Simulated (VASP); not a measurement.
P: single point with PBEsol

The system is P, a slab with vacuum.

```
P
1.0
     3.38224    0.00000    0.00000
     0.00000   35.90274    0.00000
     0.00000    0.00000    4.56260
P
4
Direct
  0.00000 0.97026 0.59215
  0.00000 0.02974 0.40785
  0.50000 0.02974 0.09215
  0.50000 0.97026 0.90785
```

This cell differs from its parent crystal: strain +0.030 along x and y, -0.015 along z.

| Item | Value |
| --- | --- |
| Program | VASP 6.6.1 |
| Task | single point |
| Functional | PBEsol |
| Potentials or basis | VASP PAW PBE potentials, release 64 (P) |
| Cutoff | 520 eV |
| k mesh | 8 × 1 × 6 |
| Occupations | gaussian, width 0.05 eV |
| Spin | no spin polarisation |

```yaml
Largest_force: 0.576 eV/Å
Band_gap_on_the_k_mesh: 0.69 eV
```

Forces in eV/Å, atoms in the order of the input:
```
P    0.000  0.398 -0.416
P    0.000 -0.398  0.416
P    0.000 -0.398 -0.416
P    0.000  0.398  0.416
```

Levels at points of the mesh, in eV from the valence-band top:
```tsv
k point	band 8	band 9	band 10	band 11	band 12	band 13
(0.00, 0.00, 0.00)	-2.31	-1.67	0.00	0.69	1.03	2.04
(0.50, 0.00, 0.00)	-2.74	-2.09	-2.09	1.17	1.17	2.16
(0.00, 0.00, 0.50)	-2.99	-1.26	-1.26	1.53	1.53	3.36
(0.50, 0.00, 0.50)	-4.65	-1.27	-1.27	2.07	2.07	4.08
```

It took 4.6 min on 1 thread of Intel(R) Xeon(R) 6975P-C (Granite Rapids), with other jobs on the host, peak memory 0.61 GiB.

Caveat: the cell differs from its parent crystal (strain +0.030 along x and y, -0.015 along z); there is no dipole correction, which matters where the two faces differ; semilocal functionals underestimate gaps, and a narrow one can read as zero; the PAW data sets were made with another functional, which shifts forces and pressure a little.
